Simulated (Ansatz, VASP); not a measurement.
## Ga2P: VASP beside Ansatz

```
CELL_PARAMETERS angstrom
0.00000 3.13835 3.13835
3.13835 0.00000 3.13835
3.13835 3.13835 0.00000
ATOMIC_POSITIONS crystal
Ga 0.50000 0.50000 0.50000
Ga 0.75000 0.75000 0.75000
P 0.00000 0.00000 0.00000
```

Alike in both runs: functional PBE; k mesh 6 × 6 × 6; occupations gaussian, width 0.1 eV; no spin polarisation.

Ansatz relaxed the structure, and its values are those at the end. VASP's run is a single point on that final structure, the one shown.

|  | VASP | Ansatz |
| --- | --- | --- |
| version | VASP 6.6.1 | Ansatz 0.2.0 |
| potentials or method | VASP PAW PBE potentials, release 64 (Ga_d, P), cutoff 520 eV | scalar-relativistic, plane waves, PAW |
| valence electrons in the cell | 31 | 31 |

|  | VASP | Ansatz | Ansatz less VASP |
| --- | --- | --- | --- |
| gap on the k mesh at the Fermi level (eV) | none | none | - |
| pressure (GPa) | 0.1 | 0.1 | -0.08 |

A gap of «none» marks a metal or a gap that the smearing closes. The functional is the same, so the differences come from potentials, cutoffs and numerics.
